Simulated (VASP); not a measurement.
Set up this calculation in VASP 6.6.1, as the native input.

```
Task                   : relaxation of cell and atoms
Functional             : LDA
Potentials or basis    : VASP PAW LDA potentials, release 64 (Cu)
Cutoff                 : 600 eV
k mesh                 : 15 × 15 × 15
Occupations            : fermi-dirac, width 0.1 eV
Spin                   : no spin polarisation
Dipole correction      : no
Further INCAR settings : ALGO = Normal; EDIFF = 1e-06; IBRION = 2; EDIFFG = -0.01; NSW = 80; ISIF = 3
```

The structure of Cu lies in POSCAR:

```
Cu
1.0
    0.0000000000      1.8074800000      1.8074800000
    1.8074800000      0.0000000000      1.8074800000
    1.8074800000      1.8074800000      0.0000000000
Cu
1
Direct
    0.0000000000      0.0000000000      0.0000000000
```

These files were run (other wordings do the same):

INCAR

```
SYSTEM = Cu
PREC = Accurate
ENCUT = 600
EDIFF = 1E-6
ISMEAR = -1
SIGMA = 0.1
LREAL = .FALSE.
LASPH = .TRUE.
NELM = 100
ALGO = Normal
ISIF = 3
LWAVE = .FALSE.
LCHARG = .FALSE.
GGA = CA
IBRION = 2
NSW = 80
EDIFFG = -0.01
```

KPOINTS

```
regular mesh
0
G
  15 15 15
  0 0 0
```

Potentials or basis: VASP PAW LDA potentials, release 64 (Cu).

Launch:

```sh
$ cat potpaw_LDA.64/Cu/POTCAR > POTCAR
$ mpirun -np 1 vasp_std > vasp.out
```

Results of the run:

```
Relaxed volume                         : 10.94 Å³/atom
Relaxed cell                           : a = 2.491 Å, b = 2.491 Å, c = 2.491 Å, α = 60.00°, β = 60.00°, γ = 60.00°
Space group after relaxing (to 0.05 Å) : Fm-3m (No. 225)
Energy gained by relaxing              : 34.8 meV/atom
Ionic steps                            : 3
Pressure after relaxing                : -0.1 GPa
```

Run time: 44 s on 1 thread of Intel Xeon 8259CL, with other jobs on the host, peak memory 0.14 GiB.
